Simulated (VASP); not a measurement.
# ScAl7N8 (P3m1) in VASP: a series of runs, part 2 of 2

VASP 6.6.1. The steps go on from the part before.

## (3) Single point, PBE

This run uses another cell than the first one, of 10.98 Å³/atom.

INCAR reads:

```
PREC = Accurate ; ENCUT = 520
EDIFF = 1E-6 ; ISMEAR = 0
SIGMA = 0.01 ; LREAL = Auto
LASPH = T ; NELM = 100
ALGO = Normal ; ISIF = 2
LWAVE = F ; LCHARG = T
GGA = PE ; LELF = T
LVHAR = T ; NBANDS = 50
```

KPOINTS reads:

```
Automatic mesh
0
Gamma
  4 4 5
```

POSCAR reads:

```
ScAl7N8
1.0
    6.3388312335      0.0000000000      0.0000000000
   -3.1694156168      5.4895888785      0.0000000000
    0.0000000000      0.0000000000      5.0492676790
Al Sc N
7 1 8
Direct
    0.3364583845      0.1635416155      0.5018004143
    0.1679185326      0.8339592663     -0.0009065074
    0.3364583845      0.6729167691      0.5018004143
    0.6660407337      0.3320814674     -0.0009065074
    0.8270832309      0.1635416155      0.5018004143
    0.6660407337      0.8339592663     -0.0009065074
    0.8333333333      0.6666666667      0.4982995941
    0.1666666667      0.3333333333     -0.0067191305
    0.1666666667      0.3333333333      0.4146072805
    0.3439196479      0.1560803521      0.8763501665
    0.1653309208      0.8326654604      0.3790846347
    0.3439196479      0.6878392958      0.8763501665
    0.6673345396      0.3346690792      0.3790846347
    0.8121607042      0.1560803521      0.8763501665
    0.6673345396      0.8326654604      0.3790846347
    0.8333333333      0.6666666667      0.8808261320
```

Potentials or basis: VASP PAW PBE potentials, release 64 (Al, Sc_sv, N).

Started as:

```bash
$ cat potpaw_PBE.64/Al/POTCAR potpaw_PBE.64/Sc_sv/POTCAR potpaw_PBE.64/N/POTCAR > POTCAR
$ mpirun -np 1 vasp_std > vasp.out
```

OUTCAR:

```text
PREC = Accurate
   ENCUT = 520
   EDIFF = 1E-6
   ISMEAR = 0
   LREAL = Auto
   LASPH = T
   NELM = 100
   ISIF = 2
   GGA = PE

 ion  position               nearest neighbor table
   1  0.336  0.164  0.502-  10 1.89   9 1.92  13 1.92  11 1.92   4 3.09   2 3.09   8 3.10   5 3.11
                             3 3.11   4 3.12   2 3.12   7 3.17   7 3.17   8 3.17   5 3.23   3 3.23
   2  0.168  0.834  0.999-  10 1.88  12 1.88  11 1.92  16 1.93   3 3.09   1 3.09   3 3.12   1 3.12
                             7 3.12   7 3.13   4 3.16   6 3.16   8 3.17   8 3.17   4 3.18   6 3.18
[... 954 lines left out ...]
  in kB       22.6061836     22.6061836     10.7885515     -0.0000000     -0.0000000      0.0000000
  external PRESSURE =      18.6669729 kB  Pullay stress =       0.0000000 kB

 VOLUME and BASIS-vectors are now :
 -----------------------------------------------------------------------------
  energy-cutoff  :      520.00
  volume of cell :      175.70
      direct lattice vectors                 reciprocal lattice vectors
     6.338831233  0.000000000  0.000000000     0.157757789  0.091081502  0.000000000
    -3.169415617  5.489588879  0.000000000     0.000000000  0.182163004  0.000000000
     0.000000000  0.000000000  5.049267679     0.000000000  0.000000000  0.198048522

 POSITION                                       TOTAL-FORCE (eV/Angst)
 -----------------------------------------------------------------------------------
      1.61442      0.89778      2.53372         0.002054     -0.001186      0.000210
     -1.57876      4.57809      5.04469        -0.001508     -0.000871      0.000020
     -0.00000      3.69404      2.53372        -0.000000      0.002372      0.000210
      3.16942      1.82299      5.04469        -0.000000      0.001741      0.000020
      4.72441      0.89778      2.53372        -0.002054     -0.001186      0.000210
      1.57876      4.57809      5.04469         0.001508     -0.000871      0.000020
[... 8 lines left out ...]
      1.59106      4.57099      1.91410        -0.000559      0.000323     -0.001155
      3.16942      3.65973      4.44753         0.000000     -0.000000      0.002027
 -----------------------------------------------------------------------------------
    total drift:                                0.000001     -0.000001     -0.010397

  FREE ENERGIE OF THE ION-ELECTRON SYSTEM (eV)
  ---------------------------------------------------
  free  energy   TOTEN  =      -121.5191696896 eV

  energy  without entropy=     -121.5191696896  energy(sigma->0) =     -121.51916969
```

OSZICAR:

```text
N       E                     dE             d eps       ncg     rms          rms(c)
DAV:   1     0.656277150777E+03    0.65628E+03   -0.32009E+04  1400   0.135E+03
DAV:   2    -0.588800562924E+02   -0.71516E+03   -0.68174E+03  1656   0.376E+02
DAV:   3    -0.139641054941E+03   -0.80761E+02   -0.79441E+02  1922   0.128E+02
DAV:   4    -0.143378884173E+03   -0.37378E+01   -0.37231E+01  2184   0.325E+01
DAV:   5    -0.143422319917E+03   -0.43436E-01   -0.43379E-01  1856   0.328E+00    0.281E+01
DAV:   6    -0.121233158492E+03    0.22189E+02   -0.92934E+01  2080   0.441E+01    0.101E+01
DAV:   7    -0.121595054935E+03   -0.36190E+00   -0.56319E+00  2144   0.121E+01    0.721E+00
DAV:   8    -0.121522272198E+03    0.72783E-01   -0.41800E-01  2216   0.402E+00    0.156E+00
DAV:   9    -0.121520899089E+03    0.13731E-02   -0.38423E-02  1856   0.114E+00    0.608E-01
DAV:  10    -0.121518266753E+03    0.26323E-02   -0.27321E-02  2184   0.875E-01    0.264E-01
DAV:  11    -0.121518950837E+03   -0.68408E-03   -0.28326E-03  2008   0.302E-01    0.126E-01
DAV:  12    -0.121519153742E+03   -0.20291E-03   -0.69662E-04  1680   0.121E-01    0.445E-02
DAV:  13    -0.121519171896E+03   -0.18154E-04   -0.98184E-05  1992   0.703E-02    0.209E-02
DAV:  14    -0.121519170330E+03    0.15655E-05   -0.30082E-05  2136   0.370E-02    0.992E-03
DAV:  15    -0.121519169690E+03    0.64077E-06   -0.28700E-06  1520   0.855E-03
   1 F= -.12151917E+03 E0= -.12151917E+03  d E =-.838232E-79
```

stdout:

```text
POSCAR found type information on POSCAR AlScN
 POSCAR found :  3 types and      16 ions
 scaLAPACK will be used
 LDA part: xc-table for (Slater+PW92), standard interpolation
 POSCAR, INCAR and KPOINTS ok, starting setup
 FFT: planning ... GRIDC
 FFT: planning ... GRID_SOFT
 FFT: planning ... GRID
 WAVECAR not read
 entering main loop
```

It took 7 min on 1 thread of Intel Xeon 8259CL, shared host; peak memory 0.33 GiB.

What came out:

```yaml
Free_energy: -121.5192 eV
Pressure: 1.9 GPa
Largest_force: 0.069 eV/Å
Band_gap_on_the_k_mesh: 3.99 eV
```

Forces on the atoms (eV/Å):
```
Al   0.002 -0.001  0.000
Al  -0.002 -0.001  0.000
Al   0.000  0.002  0.000
Al   0.000  0.002  0.000
Al  -0.002 -0.001  0.000
Al   0.002 -0.001  0.000
Al   0.000  0.000  0.000
Sc   0.000  0.000  0.014
N    0.000  0.000  0.047
N    0.057 -0.033 -0.020
N    0.001  0.000 -0.001
N    0.000  0.066 -0.020
N    0.000 -0.001 -0.001
N   -0.057 -0.033 -0.020
N   -0.001  0.000 -0.001
N    0.000  0.000  0.002
```

Stress tensor (GPa, compression positive):
```
2.26 0.00 0.00
0.00 2.26 0.00
0.00 0.00 1.08
```

Caveat: an odd mesh through Γ misses points on the zone boundary, where band edges can lie.

## (4) Single point, PBE

INCAR reads:

```
SYSTEM = ScAl7N8
PREC     = Accurate       ! precision mode
ENCUT    = 520            ! plane-wave cutoff, eV
EDIFF    = 1E-6           ! SCF threshold, eV
ISMEAR   = 0              ! smearing method
SIGMA    = 0.01           ! smearing width, eV
LREAL    = Auto         
LASPH    = .True.         ! aspherical terms in the spheres
NELM     = 100            ! most SCF steps
ALGO     = Normal         ! electronic algorithm
ISIF     = 2              ! what is computed and relaxed
LWAVE    = .False.        ! write WAVECAR
LCHARG   = .True.         ! write CHGCAR
GGA      = PE             ! functional
LELF     = .True.         ! ELF
LVHAR    = .True.       
NBANDS   = 50             ! bands
```

KPOINTS reads:

```
Automatic mesh
0
Gamma
  4 4 5
  0 0 0
```

POSCAR reads:

```
ScAl7N8
1.0
    6.3706846568      0.0000000000      0.0000000000
   -3.1853423284      5.5171747523      0.0000000000
    0.0000000000      0.0000000000      5.0492676790
Al Sc N
7 1 8
Direct
    0.3364810355      0.1635189645      0.5014529738
    0.1680752110      0.8340376055     -0.0012457333
    0.3364810355      0.6729620710      0.5014529738
    0.6659623945      0.3319247890     -0.0012457333
    0.8270379290      0.1635189645      0.5014529738
    0.6659623945      0.8340376055     -0.0012457333
    0.8333333333      0.6666666667      0.4979836146
    0.1666666667      0.3333333333     -0.0079584274
    0.1666666667      0.3333333333      0.4147266961
    0.3439297908      0.1560702092      0.8769183141
    0.1653546555      0.8326773278      0.3795474317
    0.3439297908      0.6878595817      0.8769183141
    0.6673226722      0.3346453445      0.3795474317
    0.8121404183      0.1560702092      0.8769183141
    0.6673226722      0.8326773278      0.3795474317
    0.8333333333      0.6666666667      0.8812291576
```

Started as:

```bash
$ cat potpaw_PBE.64/Al/POTCAR potpaw_PBE.64/Sc_sv/POTCAR potpaw_PBE.64/N/POTCAR > POTCAR
$ mpirun -np 1 vasp_std > vasp.out
```

Run time: 6.9 min. Hardware: 1 thread of Intel Xeon 8259CL, shared host; peak memory 0.33 GiB.

Results (log left out):

```yaml
Free_energy: -121.5317 eV
Pressure: -0.1 GPa
Largest_force: 0.067 eV/Å
Band_gap_on_the_k_mesh: 3.88 eV
```

Forces in eV/Å, atoms in the order of the input:
```
Al   0.000  0.000  0.000
Al   0.001  0.001 -0.002
Al   0.000  0.000  0.000
Al   0.000 -0.002 -0.002
Al   0.000  0.000  0.000
Al  -0.001  0.001 -0.002
Al   0.000  0.000  0.002
Sc   0.000  0.000  0.016
N    0.000  0.000  0.045
N    0.056 -0.032 -0.020
N    0.000  0.000 -0.001
N    0.000  0.064 -0.020
N    0.000  0.000 -0.001
N   -0.056 -0.032 -0.020
N    0.000  0.000 -0.001
N    0.000  0.000  0.004
```

Levels at points of the mesh, in eV from the valence-band top:
| k point | band 33 | band 34 | band 35 | band 36 | band 37 | band 38 | band 39 | band 40 |
| --- | --- | --- | --- | --- | --- | --- | --- | --- |
| (0.00, 0.00, 0.00) | -0.39 | -0.30 | -0.30 | 0.00 | 3.88 | 4.55 | 4.55 | 4.86 |
| (0.50, 0.00, 0.00) | -0.49 | -0.28 | -0.14 | -0.14 | 4.51 | 4.79 | 5.17 | 5.42 |

Caveat: an odd mesh through Γ misses points on the zone boundary, where band edges can lie.

## (5) Single point, PBE

This run uses another cell than the first one, of 11.04 Å³/atom.

INCAR reads:

```
PREC = Accurate
ENCUT = 520
EDIFF = 1E-6
ISMEAR = 0
SIGMA = 0.01
LREAL = Auto
LASPH = True
NELM = 100
ALGO = Normal
ISIF = 2
LWAVE = False
LCHARG = False
GGA = PE
NBANDS = 50
```

KPOINTS reads:

```
Automatic mesh
0
Gamma
  4 4 5
```

POSCAR reads:

```
ScAl7N8
1.0
    6.3706846568      0.0000000000      0.0000000000
   -3.1853423284      5.5171747523      0.0000000000
    0.0000000000      0.0000000000      5.0240213406
Al Sc N
7 1 8
Direct
    0.3365171424      0.1634828576      0.5008768110
    0.1680121704      0.8340060852     -0.0016039971
    0.3365171424      0.6730342847      0.5008768110
    0.6659939148      0.3319878296     -0.0016039971
    0.8269657153      0.1634828576      0.5008768110
    0.6659939148      0.8340060852     -0.0016039971
    0.8333333333      0.6666666667      0.4976587034
    0.1666666667      0.3333333333     -0.0091941589
    0.1666666667      0.3333333333      0.4151658495
    0.3440104939      0.1559895061      0.8775032858
    0.1652974249      0.8326487124      0.3800954232
    0.3440104939      0.6880209878      0.8775032858
    0.6673512876      0.3347025751      0.3800954232
    0.8119790122      0.1559895061      0.8775032858
    0.6673512876      0.8326487124      0.3800954232
    0.8333333333      0.6666666667      0.8817550371
```

Started as:

```bash
$ cat potpaw_PBE.64/Al/POTCAR potpaw_PBE.64/Sc_sv/POTCAR potpaw_PBE.64/N/POTCAR > POTCAR
$ mpirun -np 1 vasp_std > vasp.out
```

It took 7.4 min on 1 thread of Intel Xeon 8259CL, shared host; peak memory 0.33 GiB.

It converged, with:

```yaml
Free_energy: -121.5273 eV
Pressure: 0.8 GPa
Largest_force: 0.069 eV/Å
Band_gap_on_the_k_mesh: 3.89 eV
```

Forces on the atoms (eV/Å):
```
Al   0.002 -0.001  0.000
Al   0.001  0.001  0.002
Al   0.000  0.002  0.000
Al   0.000 -0.002  0.002
Al  -0.002 -0.001  0.000
Al  -0.001  0.001  0.002
Al   0.000  0.000 -0.001
Sc   0.000  0.000  0.017
N    0.000  0.000  0.044
N    0.057 -0.033 -0.020
N   -0.001  0.000 -0.002
N    0.000  0.066 -0.020
N    0.000  0.001 -0.002
N   -0.057 -0.033 -0.020
N    0.001  0.000 -0.002
N    0.000  0.000  0.002
```

Stress tensor (GPa, compression positive):
```
0.45 0.00 0.00
0.00 0.45 0.00
0.00 0.00 1.45
```

Levels at points of the mesh, in eV from the valence-band top:
| k point | band 33 | band 34 | band 35 | band 36 | band 37 | band 38 | band 39 | band 40 |
| --- | --- | --- | --- | --- | --- | --- | --- | --- |
| (0.00, 0.00, 0.00) | -0.42 | -0.35 | -0.35 | 0.00 | 3.89 | 4.52 | 4.52 | 4.87 |
| (0.50, 0.00, 0.00) | -0.53 | -0.30 | -0.17 | -0.15 | 4.48 | 4.76 | 5.15 | 5.42 |

Caveat: an odd mesh through Γ misses points on the zone boundary, where band edges can lie.

## (6) Single point, PBE

This run uses another cell than the first one, of 11.15 Å³/atom.

INCAR reads:

```
SYSTEM = ScAl7N8
PREC = Accurate
ENCUT = 520
EDIFF = 1E-6
ISMEAR = 0
SIGMA = 0.01
LREAL = Auto
LASPH = .TRUE.
NELM = 60
ALGO = Normal
ISIF = 2
LWAVE = .FALSE.
LCHARG = .FALSE.
GGA = PE
NBANDS = 50
```

KPOINTS reads:

```
Automatic mesh
0
G
  4 4 5
  0 0 0
```

POSCAR reads:

```
ScAl7N8
1.0
    6.3706846568      0.0000000000      0.0000000000
   -3.1853423284      5.5171747523      0.0000000000
    0.0000000000      0.0000000000      5.0745140174
Al Sc N
7 1 8
Direct
    0.3364360552      0.1635639448      0.5020066404
    0.1681463127      0.8340731564     -0.0009189654
    0.3364360552      0.6728721103      0.5020066404
    0.6659268436      0.3318536873     -0.0009189654
    0.8271278897      0.1635639448      0.5020066404
    0.6659268436      0.8340731564     -0.0009189654
    0.8333333333      0.6666666667      0.4982802465
    0.1666666667      0.3333333333     -0.0067627559
    0.1666666667      0.3333333333      0.4143090648
    0.3438376523      0.1561623477      0.8763579182
    0.1654313548      0.8327156774      0.3790329532
    0.3438376523      0.6876753045      0.8763579182
    0.6672843226      0.3345686452      0.3790329532
    0.8123246955      0.1561623477      0.8763579182
    0.6672843226      0.8327156774      0.3790329532
    0.8333333333      0.6666666667      0.8807378052
```

Potentials or basis: VASP PAW PBE potentials, release 64 (Al, Sc_sv, N).

Started as:

```bash
$ cat potpaw_PBE.64/Al/POTCAR potpaw_PBE.64/Sc_sv/POTCAR potpaw_PBE.64/N/POTCAR > POTCAR
$ mpirun -np 1 vasp_std > vasp.out
```

OUTCAR:

```text
SYSTEM = ScAl7N8
   PREC = Accurate
   ENCUT = 520
   EDIFF = 1E-6
   ISMEAR = 0
   LREAL = Auto
   LASPH = .TRUE.
   NELM = 60
   ISIF = 2
   GGA = PE

 ion  position               nearest neighbor table
   1  0.336  0.164  0.502-  10 1.90   9 1.93  13 1.93  11 1.93   4 3.11   2 3.11   8 3.12   5 3.13
                             3 3.13   4 3.13   2 3.13   7 3.19   7 3.19   8 3.19   5 3.24   3 3.24
   2  0.168  0.834  0.999-  10 1.89  12 1.89  11 1.93  16 1.94   1 3.11   3 3.11   1 3.13   3 3.13
                             7 3.14   7 3.14   6 3.17   4 3.17   8 3.19   8 3.19   6 3.20   4 3.20
   3  0.336  0.673  0.502-  12 1.90   9 1.93  15 1.93  11 1.93   6 3.11   2 3.11   8 3.12   1 3.13
                             5 3.13   6 3.13   2 3.13   7 3.19   7 3.19   8 3.19   1 3.24   5 3.24
   4  0.666  0.332  0.999-  10 1.89  14 1.89  13 1.93  16 1.94   1 3.11   5 3.11   1 3.13   5 3.13
                             7 3.14   7 3.14   2 3.17   6 3.17   8 3.19   8 3.19   6 3.20   2 3.20
   5  0.827  0.164  0.502-  14 1.90   9 1.93  15 1.93  13 1.93   6 3.11   4 3.11   8 3.12   1 3.13
                             3 3.13   6 3.13   4 3.13   7 3.19   7 3.19   8 3.19   1 3.24   3 3.24
   6  0.666  0.834  0.999-  12 1.89  14 1.89  15 1.93  16 1.94   3 3.11   5 3.11   3 3.13   5 3.13
                             7 3.14   7 3.14   2 3.17   4 3.17   8 3.19   8 3.19   2 3.20   4 3.20
[... 937 lines left out ...]
 [bands above 48 left out]

------------------------ aborting loop because EDIFF is reached ----------------------------------------

  FORCE on cell =-STRESS in cart. coord.  units (eV):
  Direction    XX          YY          ZZ          XY          YZ          ZX
  --------------------------------------------------------------------------------------
  -------------------------------------------------------------------------------------
  Total       -0.7139153     -0.7139153     -1.7072880      0.0000000      0.0000000      0.0000000
  in kB       -6.4129812     -6.4129812    -15.3362810      0.0000000      0.0000000      0.0000000
  external PRESSURE =      -9.3874145 kB  Pullay stress =       0.0000000 kB

 VOLUME and BASIS-vectors are now :
 -----------------------------------------------------------------------------
  energy-cutoff  :      520.00
  volume of cell :      178.36
      direct lattice vectors                 reciprocal lattice vectors
     6.370684657  0.000000000  0.000000000     0.156969000  0.090626094  0.000000000
    -3.185342328  5.517174752  0.000000000     0.000000000  0.181252189  0.000000000
     0.000000000  0.000000000  5.074514017     0.000000000  0.000000000  0.197063206

 POSITION                                       TOTAL-FORCE (eV/Angst)
 -----------------------------------------------------------------------------------
      1.62232      0.90241      2.54744         0.000043     -0.000025      0.000938
     -1.58560      4.60173      5.06985         0.001873      0.001082     -0.001026
      0.00000      3.71235      2.54744         0.000000      0.000049      0.000938
      3.18534      1.83089      5.06985         0.000000     -0.002163     -0.001026
      4.74836      0.90241      2.54744        -0.000043     -0.000025      0.000938
      1.58560      4.60173      5.06985        -0.001873      0.001082     -0.001026
[... 8 lines left out ...]
      1.59857      4.59424      1.92341        -0.000195      0.000113     -0.001505
      3.18534      3.67812      4.46932         0.000000     -0.000000      0.003228
 -----------------------------------------------------------------------------------
    total drift:                                0.000001     -0.000001     -0.005189

  FREE ENERGIE OF THE ION-ELECTRON SYSTEM (eV)
  ---------------------------------------------------
  free  energy   TOTEN  =      -121.5278419052 eV

  energy  without entropy=     -121.5278419052  energy(sigma->0) =     -121.52784191
```

Run time: 7.6 min. Hardware: 1 thread of Intel Xeon 8259CL, shared host; peak memory 0.33 GiB.

Results:

- Free energy: -121.5278 eV
- Pressure: -0.9 GPa
- Largest force: 0.068 eV/Å
- Band gap on the k mesh: 3.87 eV

Forces on the atoms (eV/Å):
```
Al   0.000  0.000  0.001
Al   0.002  0.001 -0.001
Al   0.000  0.000  0.001
Al   0.000 -0.002 -0.001
Al   0.000  0.000  0.001
Al  -0.002  0.001 -0.001
Al   0.000  0.000  0.001
Sc   0.000  0.000  0.016
N    0.000  0.000  0.046
N    0.056 -0.032 -0.020
N    0.000  0.000 -0.002
N    0.000  0.065 -0.020
N    0.000  0.000 -0.002
N   -0.056 -0.032 -0.020
N    0.000  0.000 -0.002
N    0.000  0.000  0.003
```

Levels at points of the mesh, in eV from the valence-band top:
```tsv
k point	band 32	band 33	band 34	band 35	band 36	band 37	band 38	band 39	band 40	band 41
(0.00, 0.00, 0.00)	-0.36	-0.36	-0.26	-0.26	0.00	3.87	4.57	4.57	4.85	5.01
(0.50, 0.00, 0.00)	-0.70	-0.45	-0.27	-0.13	-0.11	4.54	4.82	5.18	5.42	5.45
```

Caveat: an odd mesh through Γ misses points on the zone boundary, where band edges can lie.

## (7) The runs side by side

| task | cell | gap on the mesh (eV) | pressure (GPa) | largest force (eV/Å) |
| --- | --- | --- | --- | --- |
| relaxation of the atoms | atoms relaxed from a = 6.371, b = 6.371, c = 5.049 Å, angles 90.0, 90.0, 120.0°, 16 atoms | 3.88 | -0.1 | - |
| single point | a = 6.339, b = 6.339, c = 5.049 Å, angles 90.0, 90.0, 120.0°, 16 atoms | 3.99 | 1.9 | 0.07 |
| single point | a = 6.371, b = 6.371, c = 5.049 Å, angles 90.0, 90.0, 120.0°, 16 atoms | 3.88 | -0.1 | 0.07 |
| single point | a = 6.371, b = 6.371, c = 5.024 Å, angles 90.0, 90.0, 120.0°, 16 atoms | 3.89 | 0.8 | 0.07 |
| single point | a = 6.371, b = 6.371, c = 5.075 Å, angles 90.0, 90.0, 120.0°, 16 atoms | 3.87 | -0.9 | 0.07 |

Alike in all rows: level PBE; potentials or basis VASP PAW PBE potentials, release 64 (Al, Sc_sv, N); no spin polarisation; k mesh 4 × 4 × 5; cutoff (eV) 520; smearing gaussian 0.01 eV.

Caveats: an odd mesh through Γ misses points on the zone boundary, where band edges can lie.

Total energies depend on the potentials used, so only differences within one code and one set of settings carry meaning.
